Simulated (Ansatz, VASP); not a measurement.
**One calculation of V4O, two programs**

```
V O
1.0
     2.99718    0.00000    0.00000
     0.00000    2.99718    0.00000
     0.00000    0.00000   21.33338
V O
4 1
Direct
  0.50000 0.50000 0.18750
  0.00000 0.00000 0.25775
  0.50000 0.50000 0.32672
  0.00000 0.00000 0.39063
  0.25000 0.25000 0.57578
```

Alike in both runs: task single point; functional PBE; k mesh 9 × 9 × 1; occupations gaussian, width 0.1 eV; no spin polarisation.

|  | VASP | Ansatz |
| --- | --- | --- |
| version | VASP 6.6.1 | Ansatz 0.2.0 |
| potentials or method | VASP PAW PBE potentials, release 64 (V_sv, O), cutoff 520 eV | scalar-relativistic, plane waves, PAW |
| valence electrons in the cell | 58 | 58 |

```csv
,VASP,Ansatz,Ansatz less VASP
gap on the k mesh at the Fermi level (eV),none,none,-
rms of the force components (eV/Å),0.268,0.268,-0.0003
```

Atom by atom the forces differ by 0.008 eV/Å (rms over components). A gap of «none» marks a metal or a gap that the smearing closes. Ansatz's warnings: vacuum below fermi, vacuum density over bound, xc potential rough in thin density.
